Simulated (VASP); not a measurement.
# Ti (P6_3/mmc) in VASP: further runs, part 2 of 2

VASP 6.6.1. The steps go on from the part before.

## 3. Single point, r2SCAN (strain +0.030 along x and y, -0.030 along z)

POSCAR

```
Ti
1.0
    3.0384977962      0.0000000000      0.0000000000
   -1.5192488981      2.6314162809      0.0000000000
    0.0000000000      0.0000000000      4.5454200000
Ti
2
Direct
    0.3333333333      0.6666666667      0.2500000000
    0.6666666667      0.3333333333      0.7500000000
```

INCAR.step1

```
PREC = Accurate
ENCUT = 520
ISMEAR = 0
SIGMA = 0.15
LREAL = F
LASPH = T
NELM = 80
NBANDS = 19
GGA = PE
ALGO = Normal
EDIFF = 1E-4
LWAVE = T
LCHARG = F
```

INCAR.step2

```
PREC = Accurate
ENCUT = 520
EDIFF = 1E-6
ISMEAR = 0
SIGMA = 0.15
LREAL = F
LASPH = T
NELM = 80
ALGO = Normal
ISIF = 2
LWAVE = F
LCHARG = F
METAGGA = R2SCAN
LMIXTAU = T
NBANDS = 19
ISTART = 1
```

KPOINTS

```
Automatic mesh
0
Gamma
  18 18 10
```

Potentials or basis: VASP PAW PBE potentials, release 64 (Ti_sv).

On the command line:

```bash
cat potpaw_PBE.64/Ti_sv/POTCAR > POTCAR
cp INCAR.step1 INCAR
mpirun -np 1 vasp_std > vasp.out
cp INCAR.step2 INCAR
mpirun -np 1 vasp_std > vasp.out
```

OUTCAR:

```text
PREC = Accurate
   ENCUT = 520
   EDIFF = 1E-6
   ISMEAR = 0
   LREAL = F
   LASPH = T
   NELM = 80
   ISIF = 2
   METAGGA = R2SCAN
   ISTART = 1

 ion  position               nearest neighbor table
   1  0.333  0.667  0.250-   2 2.87   2 2.87   2 2.87   2 2.87   2 2.87   2 2.87
   2  0.667  0.333  0.750-   1 2.87   1 2.87   1 2.87   1 2.87   1 2.87   1 2.87

  LATTYP: Found a hexagonal cell.
 ALAT       =     3.0384977962
 C/A-ratio  =     1.4959431617

  Lattice vectors:
[... 716 lines left out ...]

 [... further k-points ...]

------------------------ aborting loop because EDIFF is reached ----------------------------------------

  FORCE on cell =-STRESS in cart. coord.  units (eV):
  Direction    XX          YY          ZZ          XY          YZ          ZX
  --------------------------------------------------------------------------------------
  -------------------------------------------------------------------------------------
  Total       -1.5636481     -1.5636481     -0.1878523      0.0000000      0.0000000      0.0000000
  in kB      -68.9329867    -68.9329867     -8.2814179      0.0000000      0.0000000      0.0000000
  external PRESSURE =     -48.7157971 kB  Pullay stress =       0.0000000 kB

 VOLUME and BASIS-vectors are now :
 -----------------------------------------------------------------------------
  energy-cutoff  :      520.00
  volume of cell :       36.34
      direct lattice vectors                 reciprocal lattice vectors
     3.038497796  0.000000000  0.000000000     0.329109997  0.190011745  0.000000000
    -1.519248898  2.631416281  0.000000000     0.000000000  0.380023490  0.000000000
     0.000000000  0.000000000  4.545420000     0.000000000  0.000000000  0.220001672

 POSITION                                       TOTAL-FORCE (eV/Angst)
 -----------------------------------------------------------------------------------
     -0.00000      1.75428      1.13636         0.000000     -0.000000      0.000000
      1.51925      0.87714      3.40907        -0.000000      0.000000      0.000000
 -----------------------------------------------------------------------------------
    total drift:                               -0.000000      0.000000     -0.000000

  FREE ENERGIE OF THE ION-ELECTRON SYSTEM (eV)
  ---------------------------------------------------
  free  energy   TOTEN  =       -25.8607766243 eV

  energy  without entropy=      -25.8402474069  energy(sigma->0) =      -25.85051202
```

Run time: 3.1 min. Hardware: 1 thread of Intel Xeon 6975P-C (Granite Rapids), shared host; peak memory 0.25 GiB.

What came out:

```yaml
Free_energy: -25.8608 eV
Pressure: -4.9 GPa
Band_gap_on_the_k_mesh: zero (bands 12 and 13 overlap by 1.19 eV)
```

Stress tensor (GPa, compression positive):
```
-6.89  0.00  0.00
 0.00 -6.89  0.00
 0.00  0.00 -0.83
```

Levels at points of the mesh, in eV from the Fermi level:
| k point | band 8 | band 9 | band 10 | band 11 | band 12 | band 13 | band 14 | band 15 | band 16 | band 17 |
| --- | --- | --- | --- | --- | --- | --- | --- | --- | --- | --- |
| (0.00, 0.00, 0.00) | -34.20 | -6.53 | -2.75 | 0.74 | 0.74 | 1.00 | 1.25 | 1.34 | 1.34 | 1.44 |
| (0.50, 0.00, 0.00) | -34.25 | -2.56 | -2.21 | -1.76 | -1.11 | 0.31 | 0.84 | 1.41 | 3.13 | 3.43 |
| (0.00, 0.00, 0.50) | -34.26 | -4.51 | -4.51 | 0.27 | 0.27 | 0.57 | 0.57 | 0.57 | 0.57 | 2.87 |
| (0.50, 0.00, 0.50) | -34.34 | -2.57 | -2.57 | -0.75 | -0.75 | 1.08 | 1.08 | 1.63 | 1.63 | 3.32 |

Caveat: the cell differs from its parent crystal (strain +0.030 along x and y, -0.030 along z); the cell stands under tension; the PAW data sets were made with another functional, which shifts forces and pressure a little.

## 4. Single point, r2SCAN (strain +0.000 along x and y, +0.030 along z)

POSCAR

```
Ti
1.0
    2.9499978604      0.0000000000      0.0000000000
   -1.4749989302      2.5547730882      0.0000000000
    0.0000000000      0.0000000000      4.8265800000
Ti
2
Direct
    0.3333333333      0.6666666667      0.2500000000
    0.6666666667      0.3333333333      0.7500000000
```

INCAR.step1

```
SYSTEM = Ti
PREC     = Accurate       ! precision mode
ENCUT    = 520            ! plane-wave cutoff, eV
ISMEAR   = 0              ! smearing method
SIGMA    = 0.15           ! smearing width, eV
LREAL    = .False.        ! projectors in reciprocal space
LASPH    = .True.         ! aspherical terms in the spheres
NELM     = 60             ! most SCF steps
NBANDS   = 19             ! bands
GGA      = PE             ! functional
ALGO     = Normal         ! electronic algorithm
EDIFF    = 1E-4           ! SCF threshold, eV
LWAVE    = .True.         ! write WAVECAR
LCHARG   = .False.        ! write CHGCAR
```

INCAR.step2

```
SYSTEM = Ti
PREC     = Accurate       ! precision mode
ENCUT    = 520            ! plane-wave cutoff, eV
EDIFF    = 1E-6           ! SCF threshold, eV
ISMEAR   = 0              ! smearing method
SIGMA    = 0.15           ! smearing width, eV
LREAL    = .False.        ! projectors in reciprocal space
LASPH    = .True.         ! aspherical terms in the spheres
NELM     = 60             ! most SCF steps
ALGO     = Normal         ! electronic algorithm
ISIF     = 2              ! what is computed and relaxed
LWAVE    = .False.        ! write WAVECAR
LCHARG   = .True.         ! write CHGCAR
METAGGA  = R2SCAN         ! meta-GGA
LMIXTAU  = .True.       
LELF     = .True.         ! ELF
LVHAR    = .True.       
NBANDS   = 19             ! bands
ISTART   = 1
```

KPOINTS

```
Automatic mesh
0
Gamma
  18 18 10
  0 0 0
```

On the command line:

```bash
cat potpaw_PBE.64/Ti_sv/POTCAR > POTCAR
cp INCAR.step1 INCAR
mpirun -np 1 vasp_std > vasp.out
cp INCAR.step2 INCAR
mpirun -np 1 vasp_std > vasp.out
```

Wall time 2.8 min (1 thread of Intel Xeon 6975P-C (Granite Rapids), shared host); peak memory 0.26 GiB.

The run converged. Its results:

* Free energy: -25.8750 eV
* Pressure: -5.0 GPa
* Band gap on the k mesh: zero (bands 12 and 13 overlap by 1.09 eV)

Stress tensor (GPa, compression positive):
```
-3.63  0.00  0.00
 0.00 -3.63  0.00
 0.00  0.00 -7.65
```

Levels at points of the mesh, in eV from the Fermi level:
```
           k point  band 8  band 9  band 10  band 11  band 12  band 13  band 14  band 15  band 16  band 17
(0.00, 0.00, 0.00)  -34.14   -6.50    -2.77     0.15     0.74     0.88     0.88     1.32     1.32     1.91
(0.50, 0.00, 0.00)  -34.22   -2.41    -2.12    -1.84    -0.74     0.55     0.77     1.08     3.46     3.56
(0.00, 0.00, 0.50)  -34.18   -4.70    -4.70    -0.06    -0.06     0.85     0.85     0.85     0.85     2.88
(0.50, 0.00, 0.50)  -34.28   -2.55    -2.55    -0.87    -0.87     1.16     1.16     1.92     1.92     3.57
```

Caveat: the cell differs from its parent crystal (strain +0.000 along x and y, +0.030 along z); the cell stands under tension; the PAW data sets were made with another functional, which shifts forces and pressure a little.

## 5. Summary

```csv
cell,gap on the mesh (eV),pressure (GPa)
"a = 2.950, b = 2.950, c = 4.616 Å, angles 90.0, 90.0, 120.0°, 2 atoms",none,-0.2
"a = 3.038, b = 3.038, c = 4.545 Å, angles 90.0, 90.0, 120.0°, 2 atoms",none,-4.9
"a = 2.950, b = 2.950, c = 4.827 Å, angles 90.0, 90.0, 120.0°, 2 atoms",none,-5.0
```

Alike in all rows: task single point; level r2SCAN; potentials or basis VASP PAW PBE potentials, release 64 (Ti_sv); no spin polarisation; k mesh 18 × 18 × 10; cutoff (eV) 520; smearing gaussian 0.15 eV.

Caveats: the PAW data sets were made with another functional, which shifts forces and pressure a little; the cell stands under tension (at least some runs).

Total energies depend on the potentials used, so only differences within one code and one set of settings carry meaning.
